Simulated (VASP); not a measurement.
# KZn (CsCl type) (Pm-3m) in VASP: notebook

KZn (CsCl type) is run at these levels: PBE; tasks: single point, relaxation of cell and atoms.

Everything below comes from runs of VASP 6.6.1. Logs are shortened: lines on timing, memory, paths and dates and some standing lists are left out, and cuts for length are marked.

### Step 1. The cell of the first run

It takes space group Pm-3m (No. 221, cubic). Conventional cell: a = 4.208 Å, b = 4.208 Å, c = 4.208 Å, α = 90.00°, β = 90.00°, γ = 90.00°. K (site symmetry m-3m) has 8 Zn at 3.64 Å and 6 K at 4.21 Å within 4.8 Å. Zn (site symmetry m-3m) has 8 K at 3.64 Å and 6 Zn at 4.21 Å within 4.8 Å.

### Step 2. Single point, PBE

File INCAR:

```
ALGO = Normal
EDIFF = 1E-6
ENCUT = 520
GGA = PE
ISIF = 2
ISMEAR = -1
LASPH = T
LCHARG = F
LREAL = F
LWAVE = F
NBANDS = 18
NELM = 100
PREC = Accurate
SIGMA = 0.05
```

File KPOINTS:

```
k-points
0
Gamma
  10 10 10
```

File POSCAR:

```
KZn
1.0
    4.2084619670      0.0000000000      0.0000000000
    0.0000000000      4.2084619670      0.0000000000
    0.0000000000      0.0000000000      4.2084619670
K Zn
1 1
Direct
    0.0000000000      0.0000000000      0.0000000000
    0.5000000000      0.5000000000      0.5000000000
```

Potentials or basis: VASP PAW PBE potentials, release 64 (K_sv, Zn).

The run is started by

```console
$ cat potpaw_PBE.64/K_sv/POTCAR potpaw_PBE.64/Zn/POTCAR > POTCAR
$ mpirun -np 1 vasp_std > vasp.out
```

OUTCAR:

```text
EDIFF = 1E-6
   ENCUT = 520
   GGA = PE
   ISIF = 2
   ISMEAR = -1
   LASPH = T
   LREAL = F
   NELM = 100
   PREC = Accurate

 ion  position               nearest neighbor table
   1  0.000  0.000  0.000-
   2  0.500  0.500  0.500-

  LATTYP: Found a simple cubic cell.
 ALAT       =     4.2084619670

  Lattice vectors:

 A1 = (   4.2084619670,   0.0000000000,   0.0000000000)
 A2 = (   0.0000000000,   4.2084619670,   0.0000000000)
 A3 = (   0.0000000000,   0.0000000000,   4.2084619670)

Analysis of symmetry for initial positions (statically):
=====================================================================
 Subroutine PRICEL returns:
 Original cell was already a primitive cell.

 Routine SETGRP: Setting up the symmetry group for a
 simple cubic supercell.

 Subroutine GETGRP returns: Found 48 space group operations
 (whereof 48 operations were pure point group operations)
 out of a pool of 48 trial point group operations.

The static configuration has the point symmetry O_h .

Analysis of symmetry for dynamics (positions and initial velocities):
=====================================================================
 Subroutine PRICEL returns:
 Original cell was already a primitive cell.

 Routine SETGRP: Setting up the symmetry group for a
 simple cubic supercell.

 Subroutine GETGRP returns: Found 48 space group operations
 (whereof 48 operations were pure point group operations)
 out of a pool of 48 trial point group operations.

The dynamic configuration has the point symmetry O_h .

 Subroutine INISYM returns: Found 48 space group operations
 (whereof 48 operations are pure point group operations),
 and found     1 'primitive' translations

----------------------------------------------------------------------------------------

                                     Primitive cell

  volume of cell :      74.5367

  direct lattice vectors                    reciprocal lattice vectors
     4.208461967  0.000000000  0.000000000     0.237616499  0.000000000  0.000000000
     0.000000000  4.208461967  0.000000000     0.000000000  0.237616499  0.000000000
[... 72 lines left out ...]
   ions per type =               1   1
   NGX,Y,Z   is equivalent  to a cutoff of  12.64, 12.64, 12.64 a.u.
   NGXF,Y,Z  is equivalent  to a cutoff of  25.28, 25.28, 25.28 a.u.
 SYSTEM =  unknown system
   PREC   = accura    normal or accurate (medium, high low for compatibility)
   ISTART =      0    job   : 0-new  1-cont  2-samecut
   ICHARG =      2    charge: 1-file 2-atom 10-const
   ISPIN  =      1    spin polarized calculation?
   LNONCOLLINEAR =      F non collinear calculations
   LSORBIT =      F    spin-orbit coupling
   LASPH  =      T    aspherical Exc in radial PAW
   ENCUT  =  520.0 eV  38.22 Ry    6.18 a.u.   7.82  7.82  7.82*2*pi/ulx,y,z
   NELM   =    100;   NELMIN=  2; NELMDL= -5     # of ELM steps
   EDIFF  = 0.1E-05   stopping-criterion for ELM
   LREAL  =      F    real-space projection
   EDIFFG = 0.1E-04   stopping-criterion for IOM
   NSW    =      0    number of steps for IOM
   IBRION =     -1    ionic relax: 0-MD 1-quasi-New 2-CG
   NFREE  =      0    steps in history (QN), initial steepest desc. (CG)
   ISIF   =      2    stress and relaxation
   ISYM   =      2    0-nonsym 1-usesym 2-fastsym
   POTIM  = 0.5000    time-step for ionic-motion
   TEBEG  =    0.0;   TEEND  =   0.0 temperature during run
   PSTRESS=    0.0 pullay stress
   NELECT =      21.0000    total number of electrons
   NUPDOWN=      -1.0000    fix difference up-down
   EMIN   =  10.00;   EMAX   =-10.00  energy-range for DOS
   EFERMI =   0.00;   METHOD = LEGACY
   ISMEAR =    -1;   SIGMA  =   0.05  broadening in eV -4-tet -1-fermi 0-gaus
   EFERMI_NEDOS =   21; number of points for ismear=-14 and -15
   IALGO  =     38    algorithm
   IMIX   =      4    mixing-type and parameters
     AMIX     =   0.40;   BMIX     =  1.00
     AMIX_MAG =   1.60;   BMIX_MAG =  1.00
  volume/ion in A,a.u.               =      37.27       251.50
  Fermi-wavevector in a.u.,A,eV,Ry     =   1.073226  2.028103 15.671382  1.151814
  Thomas-Fermi vector in A             =   2.209019
   LORBIT       =      0    0 simple, 1 ext, 2 COOP (PROOUT), +10 PAW based schemes
   GGA     = PE    functional components
   LHFCALC =     F    Hartree Fock is set to
   AEXX    =    0.0000 exact exchange contribution
   IVDW    =     0    specifies the selected vdW correction
   LEPSILON=     F    determine dielectric tensor
   LRPA    =     F    only Hartree local field effects (RPA)
 non-spin polarized calculation
  energy-cutoff  :      520.00
  volume of cell :       74.54
 maximum number of plane-waves:      2022
 NGX is ok and might be reduce to    32
   NGX = 15   NGY = 15   NGZ = 15

 number of electron      21.0000006 magnetization

 Free energy of the ion-electron system (eV)
  ---------------------------------------------------
  ext. energy  EPLUGINS =         0.00000000
  ---------------------------------------------------
  free energy    TOTEN  =        -1.74552208 eV

  energy without entropy =       -1.73120156  energy(sigma->0) =       -1.73836182

 E-fermi :   0.6284     XC(G=0):  -7.5100

 val. band max:        0.5977045700   @ k =   0.3000   0.1000   0.1000
 cond. band min:       0.6545958195   @ k =   0.5000   0.4000   0.2000
 fundamental gap:      0.0568912495
 Fermi energy:         0.6284489618

 k-point     1 :       0.0000    0.0000    0.0000
  band No.  band energies     occupation
      1     -30.8315      2.00000
      2     -14.2879      2.00000
      3     -14.2879      2.00000
      4     -14.2879      2.00000
      5      -6.6903      2.00000
      6      -6.6903      2.00000
[... 481 lines left out ...]
      5      -6.6797      2.00000
      6      -6.6561      2.00000
[... 10 lines left out ...]
     17       7.7444      0.00000
     18       7.9109      0.00000

 [... further k-points ...]
[... 5 lines left out ...]
  --------------------------------------------------------------------------------------
  -------------------------------------------------------------------------------------
  Total       -0.0053878     -0.0053878     -0.0053878      0.0000000      0.0000000      0.0000000
  in kB       -0.1158115     -0.1158115     -0.1158115      0.0000000      0.0000000      0.0000000
  external PRESSURE =      -0.1158115 kB  Pullay stress =       0.0000000 kB

 VOLUME and BASIS-vectors are now :
 -----------------------------------------------------------------------------
  energy-cutoff  :      520.00
  volume of cell :       74.54
      direct lattice vectors                 reciprocal lattice vectors
     4.208461967  0.000000000  0.000000000     0.237616499  0.000000000  0.000000000
     0.000000000  4.208461967  0.000000000     0.000000000  0.237616499  0.000000000
     0.000000000  0.000000000  4.208461967     0.000000000  0.000000000  0.237616499

 POSITION                                       TOTAL-FORCE (eV/Angst)
 -----------------------------------------------------------------------------------
      0.00000      0.00000      0.00000         0.000000      0.000000      0.000000
      2.10423      2.10423      2.10423         0.000000      0.000000      0.000000
 -----------------------------------------------------------------------------------
    total drift:                                0.000000      0.000000     -0.000000

  FREE ENERGIE OF THE ION-ELECTRON SYSTEM (eV)
  ---------------------------------------------------
  free  energy   TOTEN  =        -1.7455220819 eV

  energy  without entropy=       -1.7312015572  energy(sigma->0) =       -1.73836182
```

OSZICAR:

```text
N       E                     dE             d eps       ncg     rms          rms(c)
DAV:   1     0.126019421919E+03    0.12602E+03   -0.94877E+03  2016   0.117E+03
DAV:   2     0.592283106855E+01   -0.12010E+03   -0.11536E+03  2074   0.278E+02
DAV:   3    -0.156252929216E+01   -0.74854E+01   -0.74557E+01  2618   0.695E+01
DAV:   4    -0.176487165191E+01   -0.20234E+00   -0.20209E+00  3226   0.834E+00
DAV:   5    -0.176623943904E+01   -0.13678E-02   -0.13674E-02  2716   0.660E-01    0.336E+00
DAV:   6    -0.174541540404E+01    0.20824E-01   -0.12632E-01  2318   0.331E+00    0.195E+00
DAV:   7    -0.174526143443E+01    0.15397E-03   -0.54315E-03  2688   0.793E-01    0.741E-01
DAV:   8    -0.174544539414E+01   -0.18396E-03   -0.13023E-03  3146   0.261E-01    0.416E-02
DAV:   9    -0.174551855955E+01   -0.73165E-04   -0.11606E-04  2524   0.824E-02    0.149E-02
DAV:  10    -0.174552248188E+01   -0.39223E-05   -0.56650E-06  3122   0.171E-02    0.763E-03
DAV:  11    -0.174552208193E+01    0.39994E-06   -0.22871E-06  2606   0.103E-02
   1 F= -.17455221E+01 E0= -.17383618E+01  d E =-.143205E-01
```

stdout:

```text
POSCAR found type information on POSCAR K Zn
 POSCAR found :  2 types and       2 ions
 scaLAPACK will be used
 LDA part: xc-table for (Slater+PW92), standard interpolation
 POSCAR, INCAR and KPOINTS ok, starting setup
 FFT: planning ... GRIDC
 FFT: planning ... GRID_SOFT
 FFT: planning ... GRID
 WAVECAR not read
 entering main loop
```

Wall time 50 s (1 thread of Oxide Virtual Turin-like, shared host); peak memory 0.18 GiB.

What came out:

| Quantity | Value |
| --- | --- |
| Free energy | -1.7455 eV |
| Pressure | 0.0 GPa |

### Step 3. Relaxation of cell and atoms, PBE

This run uses another cell than the first one, of 41.34 Å³/atom, 1.109 times its volume.

File INCAR:

```
PREC = Accurate
ENCUT = 600
EDIFF = 1E-7
ISMEAR = -1
SIGMA = 0.05
LREAL = False
LASPH = True
NELM = 80
ALGO = Normal
ISIF = 3
LWAVE = False
LCHARG = False
GGA = PE
IBRION = 2
NSW = 70
EDIFFG = -0.005
```

File KPOINTS:

```
regular mesh
0
Gamma
  10 10 10
```

File POSCAR:

```
KZn
1.0
    4.3563395476      0.0000000000      0.0000000000
    0.0000000000      4.3563395476      0.0000000000
    0.0000000000      0.0000000000      4.3563395476
K Zn
1 1
Direct
    0.0000000000      0.0000000000      0.0000000000
    0.5000000000      0.5000000000      0.5000000000
```

Potentials or basis: VASP PAW PBE potentials, release 64 (K_sv, Zn).

The run is started by

```console
$ cat potpaw_PBE.64/K_sv/POTCAR potpaw_PBE.64/Zn/POTCAR > POTCAR
$ mpirun -np 1 vasp_std > vasp.out
```

It took 3.7 min on 1 thread of Oxide Virtual Turin-like, shared host; peak memory 0.24 GiB.

The run converged. Its results:

```
Free energy                            : -1.7465 eV
Relaxed volume                         : 37.16 Å³/atom
Relaxed cell                           : a = 4.204 Å, b = 4.204 Å, c = 4.204 Å, α = 90.00°, β = 90.00°, γ = 90.00°
Space group after relaxing (to 0.05 Å) : Pm-3m (No. 221)
Energy gained by relaxing              : 10.9 meV/atom
Ionic steps                            : 4
Pressure after relaxing                : 0.0 GPa
```

Step by step:
```tsv
step	energy change (eV)	largest force (eV/Å)	pressure (GPa)	volume (Å³)
1	0.0000	0.0000	-0.76	82.67
2	-0.0098	0.0000	-0.59	80.35
3	-0.0213	0.0000	-0.12	75.47
4	-0.0217	0.0000	0.01	74.31
```

Final structure:
```xyz
2
Lattice="4.2042 0.0000 0.0000 0.0000 4.2042 0.0000 0.0000 0.0000 4.2042" Properties=species:S:1:pos:R:3 pbc="T T T"
K     0.0000    0.0000    0.0000
Zn    2.1021    2.1021    2.1021
```

Levels at points of the mesh, in eV from the Fermi level:
```csv
k point,band 7,band 8,band 9,band 10,band 11,band 12,band 13,band 14
"(0.00, 0.00, 0.00)",-7.27,-7.27,-7.27,-5.14,3.02,3.02,3.42,3.42
"(0.50, 0.00, 0.00)",-7.29,-7.27,-7.27,-3.82,-1.40,3.16,3.16,3.89
"(0.50, 0.50, 0.00)",-7.29,-7.29,-7.24,-3.19,0.16,0.16,2.23,4.93
"(0.50, 0.50, 0.50)",-7.30,-7.24,-7.24,-2.02,0.27,0.27,0.27,4.33
```

### Step 4. Single point, PBE, non-collinear spin, zero start, spin-orbit coupling

File INCAR:

```
ALGO     = Normal         # electronic algorithm
EDIFF    = 1E-7           # SCF threshold, eV
ENCUT    = 520            # plane-wave cutoff, eV
GGA      = PE             # functional
GGA_COMPAT= F            
ISIF     = 2              # what is computed and relaxed
ISMEAR   = -1             # smearing method
LASPH    = T              # aspherical terms in the spheres
LCHARG   = F              # write CHGCAR
LORBIT   = 11             # projections on sites
LORBMOM  = T            
LREAL    = F              # projectors in reciprocal space
LSORBIT  = T              # spin-orbit coupling
LWAVE    = F              # write WAVECAR
MAGMOM   = 0 0 0 0 0 0    # initial moments
NBANDS   = 33             # bands
NELM     = 150            # most SCF steps
PREC     = Accurate       # precision mode
SIGMA    = 0.05           # smearing width, eV
```

File KPOINTS:

```
k-points
0
Gamma
  10 10 10
```

File POSCAR:

```
KZn
1.0
    4.2080967813      0.0000000000      0.0000000000
    0.0000000000      4.2080967813      0.0000000000
    0.0000000000      0.0000000000      4.2080967813
K Zn
1 1
Direct
    0.0000000000      0.0000000000      0.0000000000
    0.5000000000      0.5000000000      0.5000000000
```

The run is started by

```console
$ cat potpaw_PBE.64/K_sv/POTCAR potpaw_PBE.64/Zn/POTCAR > POTCAR
$ mpirun -np 1 vasp_ncl > vasp.out
```

It took 3.7 min on 1 thread of Oxide Virtual Turin-like, shared host; peak memory 0.39 GiB.

It converged, with:

```yaml
Free_energy: -1.7531 eV
Pressure: 0.0 GPa
Net_moment: 0.00 μB per cell
Valence_electrons_inside_the_program's_atomic_spheres: K 7.56; Zn 10.62
```

Moments on the atoms (μB; x, y, z):
```
K   0.00 0.00 0.00
Zn  0.00 0.00 0.00
```

### Step 5. The runs side by side

| task | spin | cell | cutoff (eV) | gap on the mesh (eV) | pressure (GPa) |
| --- | --- | --- | --- | --- | --- |
| single point | off | a = 4.208 Å, 2 atoms | 520 | none | 0.0 |
| relaxation of cell and atoms | off | relaxed from a = 4.356 Å, 2 atoms | 600 | none | 0.0 |
| single point | non-collinear, zero start, SOC | a = 4.208 Å, 2 atoms | 520 | - | 0.0 |

Alike in all rows: level PBE; potentials or basis VASP PAW PBE potentials, release 64 (K_sv, Zn); k mesh 10 × 10 × 10; smearing fermi-dirac 0.05 eV.

Absolute energies hang on the potentials; compare differences alone.
